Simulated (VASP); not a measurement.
# TaN (Fm-3m) in VASP: settings compared

TaN is run at these levels: PBEsol+D4, PBE; tasks: single point.

Program: VASP 6.6.1. These are calculated values, not measurements. Logs are shortened: lines on timing, memory, paths and dates and some standing lists are left out, and cuts for length are marked.

**1. The cell of the first run**

It takes space group Fm-3m (No. 225, cubic). The conventional cell has a = 4.363 Å, b = 4.363 Å, c = 4.363 Å, α = 90.00°, β = 90.00°, γ = 90.00°. Ta (site symmetry m-3m) has 6 N at 2.18 Å within 2.9 Å. Within 2.9 Å of N (site symmetry m-3m) lie 6 Ta at 2.18 Å.

**2. Single point, PBEsol+D4**

Contents of INCAR:

```
PREC = Accurate
ENCUT = 520
EDIFF = 1E-6
ISMEAR = -1
SIGMA = 0.05
LREAL = False
LASPH = True
NELM = 100
ALGO = Normal
ISIF = 2
LWAVE = False
LCHARG = False
GGA = PS
IVDW = 13
NBANDS = 15
```

Contents of KPOINTS:

```
Automatic mesh
0
Gamma
  10 10 10
```

Contents of POSCAR:

```
TaN
1.0
    0.0000000000      2.1815239982      2.1815239982
    2.1815239982      0.0000000000      2.1815239982
    2.1815239982      2.1815239982      0.0000000000
Ta N
1 1
Direct
    0.5000000000      0.5000000000      0.5000000000
    0.0000000000      0.0000000000      0.0000000000
```

Potentials or basis: VASP PAW PBE potentials, release 64 (Ta_pv, N).

Started as:

```console
cat potpaw_PBE.64/Ta_pv/POTCAR potpaw_PBE.64/N/POTCAR > POTCAR
mpirun -np 1 vasp_std > vasp.out
```

OUTCAR:

```text
PREC = Accurate
   ENCUT = 520
   EDIFF = 1E-6
   ISMEAR = -1
   LREAL = False
   LASPH = True
   NELM = 100
   ISIF = 2
   GGA = PS
   IVDW = 13

 ion  position               nearest neighbor table
   1  0.500  0.500  0.500-   2 2.18   2 2.18   2 2.18   2 2.18   2 2.18   2 2.18
   2  0.000  0.000  0.000-   1 2.18   1 2.18   1 2.18   1 2.18   1 2.18   1 2.18

  LATTYP: Found a face centered cubic cell.
 ALAT       =     4.3630479964

  Lattice vectors:

 A1 = (   0.0000000000,   2.1815239982,   2.1815239982)
 A2 = (   2.1815239982,   0.0000000000,   2.1815239982)
 A3 = (   2.1815239982,   2.1815239982,   0.0000000000)

Analysis of symmetry for initial positions (statically):
=====================================================================
 Subroutine PRICEL returns:
 Original cell was already a primitive cell.

 Routine SETGRP: Setting up the symmetry group for a
 face centered cubic supercell.

 Subroutine GETGRP returns: Found 48 space group operations
 (whereof 48 operations were pure point group operations)
 out of a pool of 48 trial point group operations.

The static configuration has the point symmetry O_h .

Analysis of symmetry for dynamics (positions and initial velocities):
=====================================================================
 Subroutine PRICEL returns:
 Original cell was already a primitive cell.

 Routine SETGRP: Setting up the symmetry group for a
 face centered cubic supercell.

 Subroutine GETGRP returns: Found 48 space group operations
 (whereof 48 operations were pure point group operations)
 out of a pool of 48 trial point group operations.

The dynamic configuration has the point symmetry O_h .

 Subroutine INISYM returns: Found 48 space group operations
 (whereof 48 operations are pure point group operations),
 and found     1 'primitive' translations

----------------------------------------------------------------------------------------

                                     Primitive cell

  volume of cell :      20.7640

  direct lattice vectors                    reciprocal lattice vectors
     0.000000000  2.181523998  2.181523998    -0.229197570  0.229197570  0.229197570
     2.181523998  0.000000000  2.181523998     0.229197570 -0.229197570  0.229197570
     2.181523998  2.181523998  0.000000000     0.229197570  0.229197570 -0.229197570

  length of vectors
     3.085140825  3.085140825  3.085140825     0.396981837  0.396981837  0.396981837

  position of ions in fractional coordinates (direct lattice)
     0.500000000  0.500000000  0.500000000
     0.000000000  0.000000000  0.000000000

  ion indices of the primitive-cell ions
   primitive index   ion index
                 1           1
                 2           2

----------------------------------------------------------------------------------------

 KPOINTS: Automatic mesh

Automatic generation of k-mesh.
 Grid dimensions read from file:
 generate k-points for:   10   10   10

 Generating k-lattice:

  Cartesian coordinates                     Fractional coordinates (reciprocal lattice)
    -0.022919757  0.022919757  0.022919757     0.100000000  0.000000000  0.000000000
     0.022919757 -0.022919757  0.022919757     0.000000000  0.100000000  0.000000000
     0.022919757  0.022919757 -0.022919757     0.000000000  0.000000000  0.100000000

  Length of vectors
     0.039698184  0.039698184  0.039698184

  Shift w.r.t. Gamma in fractional coordinates (k-lattice)
     0.000000000  0.000000000  0.000000000

 Subroutine IBZKPT returns following result:
 ===========================================

 Found     47 irreducible k-points:

 Following reciprocal coordinates:
            Coordinates               Weight
  0.000000  0.000000  0.000000      1.000000
  0.100000  0.000000  0.000000      8.000000
  0.200000  0.000000  0.000000      8.000000
  0.300000  0.000000  0.000000      8.000000
  0.400000  0.000000  0.000000      8.000000
  0.500000  0.000000  0.000000      4.000000
[... 16 lines left out ...]
  0.300000  0.300000  0.000000      6.000000
  0.400000  0.300000  0.000000     24.000000
 [... further k-points ...]
   k-points           NKPTS =     47   k-points in BZ     NKDIM =     47   number of bands    NBANDS=     15
   number of dos      NEDOS =    301   number of ions     NIONS =      2
   total plane-waves  NPLWV =  13824
   dimension x,y,z NGX =    24 NGY =   24 NGZ =   24
   dimension x,y,z NGXF=    48 NGYF=   48 NGZF=   48
   ions per type =               1   1
   NGX,Y,Z   is equivalent  to a cutoff of  12.93, 12.93, 12.93 a.u.
   NGXF,Y,Z  is equivalent  to a cutoff of  25.87, 25.87, 25.87 a.u.
 SYSTEM =  unknown system
   PREC   = accura    normal or accurate (medium, high low for compatibility)
   ISTART =      0    job   : 0-new  1-cont  2-samecut
   ICHARG =      2    charge: 1-file 2-atom 10-const
   ISPIN  =      1    spin polarized calculation?
   LNONCOLLINEAR =      F non collinear calculations
   LSORBIT =      F    spin-orbit coupling
   LASPH  =      T    aspherical Exc in radial PAW
   ENCUT  =  520.0 eV  38.22 Ry    6.18 a.u.   5.74  5.74  5.74*2*pi/ulx,y,z
   NELM   =    100;   NELMIN=  2; NELMDL= -5     # of ELM steps
   EDIFF  = 0.1E-05   stopping-criterion for ELM
   LREAL  =      F    real-space projection
   EDIFFG = 0.1E-04   stopping-criterion for IOM
   NSW    =      0    number of steps for IOM
   IBRION =     -1    ionic relax: 0-MD 1-quasi-New 2-CG
   NFREE  =      0    steps in history (QN), initial steepest desc. (CG)
   ISIF   =      2    stress and relaxation
   ISYM   =      2    0-nonsym 1-usesym 2-fastsym
   POTIM  = 0.5000    time-step for ionic-motion
   TEBEG  =    0.0;   TEEND  =   0.0 temperature during run
   PSTRESS=    0.0 pullay stress
   NELECT =      16.0000    total number of electrons
   NUPDOWN=      -1.0000    fix difference up-down
   EMIN   =  10.00;   EMAX   =-10.00  energy-range for DOS
   EFERMI =   0.00;   METHOD = LEGACY
   ISMEAR =    -1;   SIGMA  =   0.05  broadening in eV -4-tet -1-fermi 0-gaus
   EFERMI_NEDOS =   21; number of points for ismear=-14 and -15
   IALGO  =     38    algorithm
   IMIX   =      4    mixing-type and parameters
     AMIX     =   0.40;   BMIX     =  1.00
     AMIX_MAG =   1.60;   BMIX_MAG =  1.00
  volume/ion in A,a.u.               =      10.38        70.06
  Fermi-wavevector in a.u.,A,eV,Ry     =   1.500876  2.836245 30.648878  2.252629
  Thomas-Fermi vector in A             =   2.612320
   LORBIT       =      0    0 simple, 1 ext, 2 COOP (PROOUT), +10 PAW based schemes
   GGA     = PS    functional components
   LHFCALC =     F    Hartree Fock is set to
   AEXX    =    0.0000 exact exchange contribution
   IVDW    =    13    specifies the selected vdW correction
   LEPSILON=     F    determine dielectric tensor
   LRPA    =     F    only Hartree local field effects (RPA)
 non-spin polarized calculation
  energy-cutoff  :      520.00
  volume of cell :       20.76
 maximum number of plane-waves:       571
   NGX = 11   NGY = 11   NGZ = 11

 number of electron      16.0000000 magnetization

 Free energy of the ion-electron system (eV)
  ---------------------------------------------------
  ext. energy  EPLUGINS =         0.00000000
  ---------------------------------------------------
  free energy    TOTEN  =       -23.22422762 eV

  energy without entropy =      -23.21837946  energy(sigma->0) =      -23.22130354

 E-fermi :   9.6726     XC(G=0): -13.7212

 val. band max:        9.5837819585   @ k =  -0.2000   0.2000   0.0000
 cond. band min:       9.6729848004   @ k =   0.0000   0.0000   0.0000
 fundamental gap:      0.0892028419
 Fermi energy:         9.6726248340

 k-point     1 :       0.0000    0.0000    0.0000
  band No.  band energies     occupation
      1     -26.0249      2.00000
      2     -26.0249      2.00000
      3     -26.0249      2.00000
      4      -9.3481      2.00000
      5       5.7977      2.00000
      6       5.7977      2.00000
      7       5.7977      2.00000
      8       7.4460      2.00000
      9       7.4460      2.00000
     10       7.4460      2.00000
     11       9.6730      0.99640
     12       9.6730      0.99640
     13      11.4034      0.00000
     14      19.0321      0.00000
     15      22.0466      0.00000

 k-point     2 :       0.1000    0.0000    0.0000
  band No.  band energies     occupation
      1     -26.1223      2.00000
      2     -26.0336      2.00000
      3     -26.0336      2.00000
      4      -9.0933      2.00000
      5       4.6560      2.00000
      6       5.0091      2.00000
      7       5.0091      2.00000
      8       7.8200      2.00000
      9       7.8200      2.00000
     10       7.9100      2.00000
     11      10.6393      0.00000
     12      10.6393      0.00000
     13      12.0996      0.00000
     14      19.7923      0.00000
     15      22.0460      0.00000

 k-point     3 :       0.2000    0.0000    0.0000
  band No.  band energies     occupation
      1     -26.3688      2.00000
      2     -26.0563      2.00000
      3     -26.0563      2.00000
      4      -8.3995      2.00000
      5       2.7823      2.00000
      6       3.7696      2.00000
      7       3.7696      2.00000
      8       8.4835      2.00000
      9       8.6630      2.00000
     10       8.6630      2.00000
     11      12.6088      0.00000
     12      12.6088      0.00000
     13      13.5551      0.00000
     14      21.5659      0.00000
     15      22.0460      0.00000

 k-point     4 :       0.3000    0.0000    0.0000
  band No.  band energies     occupation
      1     -26.6584      2.00000
      2     -26.0841      2.00000
      3     -26.0841      2.00000
      4      -7.4535      2.00000
      5       0.9988      2.00000
      6       2.7532      2.00000
      7       2.7532      2.00000
      8       9.3294      1.99791
      9       9.8474      0.05883
     10       9.8474      0.05883
     11      14.7229      0.00000
     12      14.7493      0.00000
     13      14.7493      0.00000
     14      21.9584      0.00000
     15      22.2808      0.00000
[... 307 lines left out ...]
 k-point    22 :      -0.2000    0.2000    0.0000
  band No.  band energies     occupation
      1     -26.6059      2.00000
      2     -26.2648      2.00000
      3     -26.0739      2.00000
      4      -7.3739      2.00000
      5       0.8814      2.00000
      6       2.4778      2.00000
      7       3.2755      2.00000
      8       9.1892      1.99987
      9       9.5838      1.71062
     10      11.3991      0.00000
     11      11.9736      0.00000
     12      15.8272      0.00000
     13      16.3730      0.00000
     14      21.9913      0.00000
     15      22.6335      0.00000

 k-point    23 :       0.3000    0.3000    0.0000
  band No.  band energies     occupation
      1     -26.5837      2.00000
      2     -26.2301      2.00000
      3     -26.2301      2.00000
      4      -7.8539      2.00000
      5       1.3365      2.00000
      6       4.7017      2.00000
      7       4.7017      2.00000
      8       4.9020      2.00000
      9      10.9693      0.00000
     10      12.1665      0.00000
     11      12.1665      0.00000
     12      12.7853      0.00000
     13      18.2234      0.00000
     14      22.0044      0.00000
     15      23.0009      0.00000

 k-point    24 :       0.4000    0.3000    0.0000
  band No.  band energies     occupation
      1     -26.6945      2.00000
      2     -26.2911      2.00000
      3     -26.2626      2.00000
      4      -7.7196      2.00000
      5       1.5822      2.00000
      6       3.6363      2.00000
      7       4.3786      2.00000
      8       5.6737      2.00000
      9      11.8760      0.00000
     10      12.6952      0.00000
     11      12.7762      0.00000
     12      13.7636      0.00000
     13      18.3109      0.00000
     14      20.5459      0.00000
     15      22.0780      0.00000

 [... further k-points ...]

------------------------ aborting loop because EDIFF is reached ----------------------------------------

  DFT-D4 for vdW energy calculation

  Edisp (eV):   -0.37538

  FORCE on cell =-STRESS in cart. coord.  units (eV):
  Direction    XX          YY          ZZ          XY          YZ          ZX
  --------------------------------------------------------------------------------------
  -------------------------------------------------------------------------------------
  Total       0.13380     0.13380     0.13380    -0.00000    -0.00000    -0.00000
  in kB      10.32394    10.32394    10.32394    -0.00000    -0.00000    -0.00000
  external pressure =       10.32 kB  Pullay stress =        0.00 kB

 VOLUME and BASIS-vectors are now :
 -----------------------------------------------------------------------------
  energy-cutoff  :      520.00
  volume of cell :       20.76
      direct lattice vectors                 reciprocal lattice vectors
     0.000000000  2.181523998  2.181523998    -0.229197570  0.229197570  0.229197570
     2.181523998  0.000000000  2.181523998     0.229197570 -0.229197570  0.229197570
     2.181523998  2.181523998  0.000000000     0.229197570  0.229197570 -0.229197570

 POSITION                                       TOTAL-FORCE (eV/Angst)
 -----------------------------------------------------------------------------------
      2.18152      2.18152      2.18152         0.000000      0.000000      0.000000
      0.00000      0.00000      0.00000         0.000000      0.000000      0.000000
 -----------------------------------------------------------------------------------
    total drift:                                0.000000     -0.000000     -0.000000

  FREE ENERGIE OF THE ION-ELECTRON SYSTEM (eV)
  ---------------------------------------------------
  free  energy   TOTEN  =       -23.5996062062 eV

  energy  without entropy=      -23.5937580390  energy(sigma->0) =      -23.59668212
```

Wall time 9 s (1 thread of Intel Xeon 6975P-C, shared host); peak memory 0.15 GiB.

What came out:

| Property | Result |
| --- | --- |
| Free energy | -23.5996 eV |
| Pressure | 1.0 GPa |
| Band gap on the k mesh | zero (band 8 reaches 11.62 eV, above the bottom of band 9 at 7.45 eV) |
| Dispersion energy per atom | -0.188 eV |

Caveat: the PAW data sets were made with another functional, which shifts forces and pressure a little; spin-orbit coupling is left out, which moves the levels of the heavy elements; pairwise dispersion overbinds metals, which lowers pressure and volume.

[end of part 1 of 2]
